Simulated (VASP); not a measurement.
Here is a VASP 6.6.1 calculation.

INCAR

```
SYSTEM = SnO
PREC = Accurate
ENCUT = 600
EDIFF = 1E-6
ISMEAR = 0
SIGMA = 0.15
LREAL = .FALSE.
LASPH = .TRUE.
NELM = 120
ALGO = Normal
ISIF = 2
LWAVE = .FALSE.
LCHARG = .TRUE.
GGA = PS
IVDW = 12
LELF = .TRUE.
LVHAR = .TRUE.
NBANDS = 28
GGA_COMPAT = .FALSE.
```

File KPOINTS:

```
regular mesh
0
G
  12 12 10
  0 0 0
```

Contents of POSCAR:

```
SnO
1.0
    3.7703910616     -0.0565558659      0.0000000000
   -0.0565558659      3.7703910616      0.0000000000
    0.0000000000      0.0000000000      4.5633702865
Sn O
2 2
Direct
    0.0000000000      0.5000000000      0.2532585894
    0.5000000000      0.0000000000      0.7467414106
    0.0000000000      0.0000000000      0.0000000000
    0.5000000000      0.5000000000      0.0000000000
```

Potentials or basis: VASP PAW PBE potentials, release 64 (Sn_d, O).

Command:

```sh
$ cat potpaw_PBE.64/Sn_d/POTCAR potpaw_PBE.64/O/POTCAR > POTCAR
$ mpirun -np 1 vasp_std > vasp.out
```

Task: What does it give for the largest force?

Result: 0.092 eV/Å.

Task: Estimate the dispersion energy per atom.

Result: -0.233 eV.

Task: Estimate the band gap on the k mesh.

Result: Zero (bands 20 and 21 overlap by 0.51 eV).

Task: What does it give for the pressure?

Result: 0.2 GPa.

Forces in eV/Å, atoms in the order of the input:
```
Sn   0.000  0.000  0.092
Sn   0.000  0.000 -0.092
O    0.000  0.000  0.000
O    0.000  0.000  0.000
```

Caveat: the cell differs from its parent crystal (strain -0.0300 x Voigt [0, 0, 0, 0, 0, 1]); semilocal functionals underestimate gaps, and a narrow one can read as zero; the PAW data sets were made with another functional, which shifts forces and pressure a little; spin-orbit coupling is left out, which moves the levels of the heavy elements.
